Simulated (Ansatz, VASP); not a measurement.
# Two plane-wave programs on MgO

```
CELL_PARAMETERS angstrom
5.22957 -3.01929 -4.17804
-5.22957 3.01929 -4.17804
5.22957 9.05787 4.17804
ATOMIC_POSITIONS crystal
Mg 0.79167 0.62500 0.16667
Mg 0.29167 0.12500 0.16667
Mg 0.62500 0.95833 0.33333
Mg 0.12500 0.45833 0.33333
Mg 0.45833 0.29167 0.50000
Mg 0.95833 0.79167 0.50000
Mg 0.29167 0.62500 0.66667
Mg 0.79167 0.12500 0.66667
Mg 0.12500 0.95833 0.83333
Mg 0.62500 0.45833 0.83333
Mg 0.95833 0.29167 0.00000
Mg 0.45833 0.79167 0.00000
Mg 0.87500 0.04167 0.16667
Mg 0.37500 0.54167 0.16667
Mg 0.70833 0.37500 0.33333
Mg 0.20833 0.87500 0.33333
Mg 0.54167 0.70833 0.50000
Mg 0.04167 0.20833 0.50000
Mg 0.37500 0.04167 0.66667
Mg 0.87500 0.54167 0.66667
Mg 0.20833 0.37500 0.83333
Mg 0.70833 0.87500 0.83333
Mg 0.04167 0.70833 0.00000
Mg 0.54167 0.20833 0.00000
O 0.04167 0.87500 0.16667
O 0.54167 0.37500 0.16667
O 0.87500 0.20833 0.33333
O 0.37500 0.70833 0.33333
O 0.70833 0.54167 0.50000
O 0.20833 0.04167 0.50000
O 0.54167 0.87500 0.66667
O 0.04167 0.37500 0.66667
O 0.37500 0.20833 0.83333
O 0.87500 0.70833 0.83333
O 0.20833 0.54167 0.00000
O 0.70833 0.04167 0.00000
O 0.62500 0.79167 0.16667
O 0.12500 0.29167 0.16667
O 0.45833 0.12500 0.33333
O 0.95833 0.62500 0.33333
O 0.29167 0.45833 0.50000
O 0.79167 0.95833 0.50000
O 0.12500 0.79167 0.66667
O 0.62500 0.29167 0.66667
O 0.95833 0.12500 0.83333
O 0.45833 0.62500 0.83333
O 0.79167 0.45833 0.00000
O 0.29167 0.95833 0.00000
```

Alike in both runs: task single point; functional PBE; k mesh 2 × 2 × 2; occupations gaussian, width 0.05 eV; no spin polarisation.

|  | VASP | Ansatz |
| --- | --- | --- |
| version | VASP 6.6.1 | Ansatz 0.2.0 |
| potentials or method | VASP PAW PBE potentials, release 64 (Mg, O), cutoff 520 eV | scalar-relativistic, plane waves, PAW |
| valence electrons in the cell | 192 | 384 |

Ansatz gave:

```
gap on the k mesh at the Fermi level (eV) : 3.46
```

Task: Which values does VASP return?

Result: gap on the k mesh at the Fermi level (eV): 3.44.

VASP's potentials hold 192 valence electrons a cell and Ansatz's 384, so a difference there can come from the potentials and not from the codes. Ansatz's warnings: structure snapped to symmetry.

The k mesh is coarse, so the values compare programs but aren't converged.
